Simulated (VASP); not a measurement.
# AlN (P6_3/mmc) in VASP: notebook

AlN is run at these levels: PBEsol; tasks: single point.

Program: VASP 6.6.1. These are calculated values, not measurements. Logs are shortened: lines on timing, memory, paths and dates and some standing lists are left out, and cuts for length are marked.

## (1) The cell of the first run

It takes space group P6_3/mmc (No. 194, hexagonal). The conventional cell has a = 3.381 Å, b = 3.381 Å, c = 4.183 Å, α = 90.00°, β = 90.00°, γ = 120.00°. Within 2.6 Å of Al (site symmetry -6m2) lie 5 N at 1.95 to 2.09 Å. Within 2.6 Å of N (site symmetry -6m2) lie 5 Al at 1.95 to 2.09 Å.

## (2) Single point, PBEsol

Input file INCAR:

```
PREC     = Accurate       # precision mode
ENCUT    = 520            # plane-wave cutoff, eV
EDIFF    = 1E-7           # SCF threshold, eV
ISMEAR   = 0              # smearing method
SIGMA    = 0.05           # smearing width, eV
LREAL    = False          # projectors in reciprocal space
LASPH    = True           # aspherical terms in the spheres
NELM     = 100            # most SCF steps
ALGO     = Normal         # electronic algorithm
ISIF     = 2              # what is computed and relaxed
LWAVE    = False          # write WAVECAR
LCHARG   = True           # write CHGCAR
GGA      = PS             # functional
LELF     = True           # ELF
LVHAR    = True         
NBANDS   = 16             # bands
```

Input file KPOINTS:

```
regular mesh
0
Gamma
  9 9 6
```

Input file POSCAR:

```
AlN
1.0
    3.3808000000      0.0000000000      0.0000000000
   -1.6904000000      2.9278586851      0.0000000000
    0.0000000000      0.0000000000      4.1826000000
Al N
2 2
Direct
    0.3333333333      0.6666666667      0.7500000000
    0.6666666667      0.3333333333      0.2500000000
    0.3333333333      0.6666666667      0.2500000000
    0.6666666667      0.3333333333      0.7500000000
```

Potentials or basis: VASP PAW PBE potentials, release 64 (Al, N).

Started as:

```
$ cat potpaw_PBE.64/Al/POTCAR potpaw_PBE.64/N/POTCAR > POTCAR
$ mpirun -np 1 vasp_std > vasp.out
```

OUTCAR:

```text
PREC = Accurate
   ENCUT = 520
   EDIFF = 1E-7
   ISMEAR = 0
   LREAL = False
   LASPH = True
   NELM = 100
   ISIF = 2
   GGA = PS

 ion  position               nearest neighbor table
   1  0.333  0.667  0.750-   4 1.95   4 1.95   4 1.95   3 2.09   3 2.09   2 2.86   2 2.86   2 2.86
                             2 2.86   2 2.86   2 2.86
   2  0.667  0.333  0.250-   3 1.95   3 1.95   3 1.95   4 2.09   4 2.09   1 2.86   1 2.86   1 2.86
                             1 2.86   1 2.86   1 2.86
   3  0.333  0.667  0.250-   2 1.95   2 1.95   2 1.95   1 2.09   1 2.09
   4  0.667  0.333  0.750-   1 1.95   1 1.95   1 1.95   2 2.09   2 2.09

  LATTYP: Found a hexagonal cell.
 ALAT       =     3.3808000000
 C/A-ratio  =     1.2371628017

  Lattice vectors:

 A1 = (   3.3808000000,   0.0000000000,   0.0000000000)
 A2 = (  -1.6904000000,   2.9278586851,   0.0000000000)
 A3 = (   0.0000000000,   0.0000000000,   4.1826000000)

Analysis of symmetry for initial positions (statically):
=====================================================================
 Subroutine PRICEL returns:
 Original cell was already a primitive cell.

 Routine SETGRP: Setting up the symmetry group for a
 hexagonal supercell.

 Subroutine GETGRP returns: Found 24 space group operations
 (whereof 12 operations were pure point group operations)
 out of a pool of 24 trial point group operations.

The static configuration has the point symmetry D_3d.
 The point group associated with its full space group is D_6h.

Analysis of symmetry for dynamics (positions and initial velocities):
=====================================================================
 Subroutine PRICEL returns:
 Original cell was already a primitive cell.

 Routine SETGRP: Setting up the symmetry group for a
 hexagonal supercell.

 Subroutine GETGRP returns: Found 24 space group operations
 (whereof 12 operations were pure point group operations)
 out of a pool of 24 trial point group operations.

The dynamic configuration has the point symmetry D_3d.
 The point group associated with its full space group is D_6h.

 Subroutine INISYM returns: Found 24 space group operations
 (whereof 12 operations are pure point group operations),
 and found     1 'primitive' translations

----------------------------------------------------------------------------------------

                                     Primitive cell

  volume of cell :      41.4015

  direct lattice vectors                    reciprocal lattice vectors
     3.380800000  0.000000000  0.000000000     0.295787979  0.170773269  0.000000000
    -1.690400000  2.927858685  0.000000000     0.000000000  0.341546539  0.000000000
     0.000000000  0.000000000  4.182600000     0.000000000  0.000000000  0.239085736

  length of vectors
     3.380800000  3.380800000  4.182600000     0.341546539  0.341546539  0.239085736

  position of ions in fractional coordinates (direct lattice)
     0.333333333  0.666666667  0.750000000
     0.666666667  0.333333333  0.250000000
     0.333333333  0.666666667  0.250000000
     0.666666667  0.333333333  0.750000000

  ion indices of the primitive-cell ions
   primitive index   ion index
                 1           1
                 2           2
                 3           3
                 4           4

----------------------------------------------------------------------------------------

 KPOINTS: regular mesh

Automatic generation of k-mesh.
 Grid dimensions read from file:
 generate k-points for:    9    9    6

 Generating k-lattice:

  Cartesian coordinates                     Fractional coordinates (reciprocal lattice)
     0.032865331  0.018974808  0.000000000     0.111111111 -0.000000000  0.000000000
     0.000000000  0.037949615  0.000000000     0.000000000  0.111111111  0.000000000
     0.000000000  0.000000000  0.039847623     0.000000000  0.000000000  0.166666667

  Length of vectors
     0.037949615  0.037949615  0.039847623

  Shift w.r.t. Gamma in fractional coordinates (k-lattice)
     0.000000000  0.000000000  0.000000000

 Subroutine IBZKPT returns following result:
 ===========================================

 Found     48 irreducible k-points:

 Following reciprocal coordinates:
            Coordinates               Weight
  0.000000  0.000000  0.000000      1.000000
  0.111111 -0.000000  0.000000      6.000000
  0.222222  0.000000  0.000000      6.000000
  0.333333  0.000000  0.000000      6.000000
  0.444444  0.000000  0.000000      6.000000
  0.111111  0.111111  0.000000      6.000000
[... 16 lines left out ...]
  0.333333  0.222222  0.166667     24.000000
  0.333333  0.333333  0.166667      4.000000
 [... further k-points ...]
   k-points           NKPTS =     48   k-points in BZ     NKDIM =     48   number of bands    NBANDS=     16
   number of dos      NEDOS =    301   number of ions     NIONS =      4
   total plane-waves  NPLWV =  25088
   dimension x,y,z NGX =    28 NGY =   28 NGZ =   32
   dimension x,y,z NGXF=    56 NGYF=   56 NGZF=   64
   ions per type =               2   2
   NGX,Y,Z   is equivalent  to a cutoff of  13.77, 13.77, 12.72 a.u.
   NGXF,Y,Z  is equivalent  to a cutoff of  27.54, 27.54, 25.44 a.u.
 SYSTEM =  unknown system
   PREC   = accura    normal or accurate (medium, high low for compatibility)
   ISTART =      0    job   : 0-new  1-cont  2-samecut
   ICHARG =      2    charge: 1-file 2-atom 10-const
   ISPIN  =      1    spin polarized calculation?
   LNONCOLLINEAR =      F non collinear calculations
   LSORBIT =      F    spin-orbit coupling
   LASPH  =      T    aspherical Exc in radial PAW
   ENCUT  =  520.0 eV  38.22 Ry    6.18 a.u.   6.29  6.29  7.78*2*pi/ulx,y,z
   NELM   =    100;   NELMIN=  2; NELMDL= -5     # of ELM steps
   EDIFF  = 0.1E-06   stopping-criterion for ELM
   LREAL  =      F    real-space projection
   EDIFFG = 0.1E-05   stopping-criterion for IOM
   NSW    =      0    number of steps for IOM
   IBRION =     -1    ionic relax: 0-MD 1-quasi-New 2-CG
   NFREE  =      0    steps in history (QN), initial steepest desc. (CG)
   ISIF   =      2    stress and relaxation
   ISYM   =      2    0-nonsym 1-usesym 2-fastsym
   POTIM  = 0.5000    time-step for ionic-motion
   TEBEG  =    0.0;   TEEND  =   0.0 temperature during run
   PSTRESS=    0.0 pullay stress
   NELECT =      16.0000    total number of electrons
   NUPDOWN=      -1.0000    fix difference up-down
   EMIN   =  10.00;   EMAX   =-10.00  energy-range for DOS
   EFERMI =   0.00;   METHOD = LEGACY
   ISMEAR =     0;   SIGMA  =   0.05  broadening in eV -4-tet -1-fermi 0-gaus
   EFERMI_NEDOS =   21; number of points for ismear=-14 and -15
   IALGO  =     38    algorithm
   IMIX   =      4    mixing-type and parameters
     AMIX     =   0.40;   BMIX     =  1.00
     AMIX_MAG =   1.60;   BMIX_MAG =  1.00
  volume/ion in A,a.u.               =      10.35        69.85
  Fermi-wavevector in a.u.,A,eV,Ry     =   1.192457  2.253418 19.346866  1.421955
  Thomas-Fermi vector in A             =   2.328495
   LORBIT       =      0    0 simple, 1 ext, 2 COOP (PROOUT), +10 PAW based schemes
   GGA     = PS    functional components
   LHFCALC =     F    Hartree Fock is set to
   AEXX    =    0.0000 exact exchange contribution
   IVDW    =     0    specifies the selected vdW correction
   LEPSILON=     F    determine dielectric tensor
   LRPA    =     F    only Hartree local field effects (RPA)
 non-spin polarized calculation
 Gauss-broadening in eV      SIGMA  =   0.05
  energy-cutoff  :      520.00
  volume of cell :       41.40
 maximum number of plane-waves:      1128
 NGX is ok and might be reduce to    28
   NGX = 13   NGY = 13   NGZ = 15

 number of electron      15.9999998 magnetization

 Free energy of the ion-electron system (eV)
  ---------------------------------------------------
  ext. energy  EPLUGINS =         0.00000000
  ---------------------------------------------------
  free energy    TOTEN  =       -30.85590375 eV

  energy without entropy =      -30.85590375  energy(sigma->0) =      -30.85590375

 E-fermi :   7.5779     XC(G=0): -11.1738

 val. band max:        7.3211113085   @ k =   0.0000   0.0000   0.0000
 cond. band min:      10.2822194257   @ k =   0.0000   0.0000   0.0000
 fundamental gap:      2.9611081172
 Fermi energy:         7.5778836299

 k-point     1 :       0.0000    0.0000    0.0000
  band No.  band energies     occupation
      1      -9.0549      2.00000
      2      -5.4673      2.00000
      3       0.7711      2.00000
      4       4.1767      2.00000
      5       4.1767      2.00000
      6       5.9135      2.00000
[... 8 lines left out ...]
     15      18.9234      0.00000
     16      18.9913      0.00000

 k-point     2 :       0.1111   -0.0000    0.0000
  band No.  band energies     occupation
      1      -8.9218      2.00000
      2      -5.4734      2.00000
      3       0.9150      2.00000
      4       3.6967      2.00000
      5       3.9817      2.00000
      6       5.4122      2.00000
[... 8 lines left out ...]
     15      18.4453      0.00000
     16      18.5740      0.00000

 k-point     3 :       0.2222    0.0000    0.0000
  band No.  band energies     occupation
      1      -8.5403      2.00000
      2      -5.5325      2.00000
      3       1.3340      2.00000
      4       2.6669      2.00000
      5       3.5827      2.00000
      6       4.5300      2.00000
[... 8 lines left out ...]
     15      17.5313      0.00000
     16      19.5021      0.00000

 k-point     4 :       0.3333    0.0000    0.0000
  band No.  band energies     occupation
      1      -7.9753      2.00000
      2      -5.7370      2.00000
      3       1.7250      2.00000
      4       1.9773      2.00000
      5       3.2205      2.00000
      6       3.7862      2.00000
[... 8 lines left out ...]
     15      18.2172      0.00000
     16      19.9947      0.00000

 k-point     5 :       0.4444    0.0000    0.0000
  band No.  band energies     occupation
      1      -7.4110      2.00000
      2      -6.0770      2.00000
      3       1.2131      2.00000
      4       2.6563      2.00000
      5       3.0161      2.00000
      6       3.3640      2.00000
[... 8 lines left out ...]
     15      19.7606      0.00000
     16      20.3232      0.00000

 k-point     6 :       0.1111    0.1111    0.0000
  band No.  band energies     occupation
      1      -8.6641      2.00000
      2      -5.5057      2.00000
      3       1.1969      2.00000
      4       3.1624      2.00000
      5       3.3634      2.00000
      6       4.9653      2.00000
[... 8 lines left out ...]
     15      18.1950      0.00000
     16      19.2165      0.00000
[... 267 lines left out ...]
 k-point    21 :       0.4444    0.1111    0.1667
  band No.  band energies     occupation
      1      -7.1158      2.00000
      2      -6.2127      2.00000
      3       0.7510      2.00000
      4       2.2837      2.00000
      5       2.5739      2.00000
      6       3.9424      2.00000
[... 8 lines left out ...]
     15      19.0592      0.00000
     16      20.3287      0.00000

 k-point    22 :       0.2222    0.2222    0.1667
  band No.  band energies     occupation
      1      -7.5363      2.00000
      2      -5.9666      2.00000
      3       1.3018      2.00000
      4       1.6742      2.00000
      5       3.2387      2.00000
      6       3.8172      2.00000
[... 8 lines left out ...]
     15      18.9091      0.00000
     16      20.1697      0.00000

 k-point    23 :       0.3333    0.2222    0.1667
  band No.  band energies     occupation
      1      -7.0178      2.00000
      2      -6.2413      2.00000
      3       1.0484      2.00000
      4       1.7636      2.00000
      5       2.4854      2.00000
      6       4.3049      2.00000
[... 8 lines left out ...]
     15      18.7140      0.00000
     16      20.2170      0.00000

 k-point    24 :       0.3333    0.3333    0.1667
  band No.  band energies     occupation
      1      -6.5836      2.00000
      2      -6.5836      2.00000
      3       1.0651      2.00000
      4       1.9621      2.00000
      5       1.9621      2.00000
      6       4.6171      2.00000
[... 8 lines left out ...]
     15      18.3883      0.00000
     16      20.0119      0.00000

 [... further k-points ...]

------------------------ aborting loop because EDIFF is reached ----------------------------------------

  FORCE on cell =-STRESS in cart. coord.  units (eV):
  Direction    XX          YY          ZZ          XY          YZ          ZX
  --------------------------------------------------------------------------------------
  -------------------------------------------------------------------------------------
  Total       -3.2585406     -3.2585406     -2.2965892      0.0000000      0.0000000      0.0000000
  in kB     -126.1007844   -126.1007844    -88.8746661      0.0000000      0.0000000      0.0000000
  external PRESSURE =    -113.6920783 kB  Pullay stress =       0.0000000 kB

 VOLUME and BASIS-vectors are now :
 -----------------------------------------------------------------------------
  energy-cutoff  :      520.00
  volume of cell :       41.40
      direct lattice vectors                 reciprocal lattice vectors
     3.380800000  0.000000000  0.000000000     0.295787979  0.170773269  0.000000000
    -1.690400000  2.927858685  0.000000000     0.000000000  0.341546539  0.000000000
     0.000000000  0.000000000  4.182600000     0.000000000  0.000000000  0.239085736

 POSITION                                       TOTAL-FORCE (eV/Angst)
 -----------------------------------------------------------------------------------
     -0.00000      1.95191      3.13695        -0.000000     -0.000000      0.000000
      1.69040      0.97595      1.04565         0.000000      0.000000      0.000000
     -0.00000      1.95191      1.04565        -0.000000      0.000000      0.000000
      1.69040      0.97595      3.13695         0.000000     -0.000000      0.000000
 -----------------------------------------------------------------------------------
    total drift:                               -0.000000     -0.000000     -0.000000

  FREE ENERGIE OF THE ION-ELECTRON SYSTEM (eV)
  ---------------------------------------------------
  free  energy   TOTEN  =       -30.8559037470 eV

  energy  without entropy=      -30.8559037470  energy(sigma->0) =      -30.85590375
```

Run time: 27 s. Hardware: 1 thread of Intel Xeon Platinum 8259CL at 2.50GHz (Skylake/Cascade Lake), shared host; peak memory 0.17 GiB.

Results:

| Property | Result |
| --- | --- |
| Free energy | -30.8559 eV |
| Pressure | -11.4 GPa |
| Band gap on the k mesh | 2.96 eV, direct |

Levels at points of the mesh, in eV from the valence-band top:
| k point | band 4 | band 5 | band 6 | band 7 | band 8 | band 9 | band 10 | band 11 | band 12 | band 13 |
| --- | --- | --- | --- | --- | --- | --- | --- | --- | --- | --- |
| (0.00, 0.00, 0.00) | -3.14 | -3.14 | -1.41 | -1.41 | 0.00 | 2.96 | 4.03 | 7.90 | 7.90 | 10.92 |
| (0.00, 0.00, 0.50) | -3.61 | -2.32 | -2.32 | -2.32 | -2.32 | 5.40 | 5.40 | 8.08 | 8.08 | 8.08 |

Caveat: the PAW data sets were made with another functional, which shifts forces and pressure a little.

## (3) Single point, PBEsol

This run uses another cell than the first one, of 9.68 Å³/atom, 0.935 times its volume.

Input file INCAR:

```
SYSTEM = AlN
PREC = Accurate
ENCUT = 520
EDIFF = 1E-6
ISMEAR = 0
SIGMA = 0.05
LREAL = .FALSE.
LASPH = .TRUE.
NELM = 100
ALGO = Normal
ISIF = 2
LWAVE = .FALSE.
LCHARG = .FALSE.
GGA = PS
NBANDS = 16
```

Input file KPOINTS:

```
Automatic mesh
0
G
  9 9 6
  0 0 0
```

Input file POSCAR:

```
AlN
1.0
    3.3015780391      0.0000000000      0.0000000000
   -1.6507890196      2.8592504545      0.0000000000
    0.0000000000      0.0000000000      4.0998000000
Al N
2 2
Direct
    0.3333333333      0.6666666667      0.7500000000
    0.6666666667      0.3333333333      0.2500000000
    0.3333333333      0.6666666667      0.2500000000
    0.6666666667      0.3333333333      0.7500000000
```

Potentials or basis: VASP PAW PBE potentials, release 64 (Al, N).

Started as:

```
$ cat potpaw_PBE.64/Al/POTCAR potpaw_PBE.64/N/POTCAR > POTCAR
$ mpirun -np 1 vasp_std > vasp.out
```

Run time: 28 s. Hardware: 1 thread of Intel Xeon 6975P-C, shared host; peak memory 0.16 GiB.

Results (log left out):

```yaml
Free_energy: -30.9420 eV
Pressure: 1.9 GPa
Band_gap_on_the_k_mesh: 3.44 eV, direct
```

Stress tensor (GPa, compression positive):
```
1.33 0.00 0.00
0.00 1.33 0.00
0.00 0.00 3.17
```

Levels at points of the mesh, in eV from the valence-band top:
| k point | band 4 | band 5 | band 6 | band 7 | band 8 | band 9 | band 10 | band 11 | band 12 | band 13 |
| --- | --- | --- | --- | --- | --- | --- | --- | --- | --- | --- |
| (0.00, 0.00, 0.00) | -3.35 | -3.35 | -1.56 | -1.56 | 0.00 | 3.44 | 4.56 | 8.25 | 8.25 | 11.46 |
| (0.00, 0.00, 0.50) | -3.73 | -2.50 | -2.50 | -2.50 | -2.50 | 5.79 | 5.79 | 8.39 | 8.39 | 8.39 |

Caveat: the PAW data sets were made with another functional, which shifts forces and pressure a little.
